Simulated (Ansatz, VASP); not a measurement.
One calculation of WS2, two programs

```
S W
1.0
     3.14567    0.00000    0.00000
    -1.57283    2.72423    0.00000
     0.00000    0.00000   30.08000
S W
2 1
Direct
  0.66667 0.33333 0.23281
  0.66667 0.33333 0.33700
  0.33333 0.66667 0.28491
```

Alike in both runs: functional PBEsol; k mesh 12 × 12 × 1; occupations gaussian, width 0.03 eV; no spin polarisation.

Ansatz relaxed the structure, and its values are those at the end. VASP's run is a single point on that final structure, the one shown.

|  | VASP | Ansatz |
| --- | --- | --- |
| version | VASP 6.6.1 | Ansatz 0.2.0 |
| potentials or method | VASP PAW PBE potentials, release 64 (S, W_sv), cutoff 400 eV | scalar-relativistic, plane waves, PAW |
| valence electrons in the cell | 26 | 26 |

Ansatz gave:

* gap on the k mesh at the Fermi level (eV): 1.94
* least direct gap on the mesh (eV): 1.94
* rms of the force components (eV/Å): 0.001

Which values does VASP return?

gap on the k mesh at the Fermi level (eV): 1.94; least direct gap on the mesh (eV): 1.94; rms of the force components (eV/Å): 0.010.

VASP's potentials were made for PBE, not for PBEsol. The functional is the same, so the differences come from potentials, cutoffs and numerics. Ansatz's warnings: slab cell height set, structure snapped to symmetry.

Neither program's run includes spin-orbit coupling.
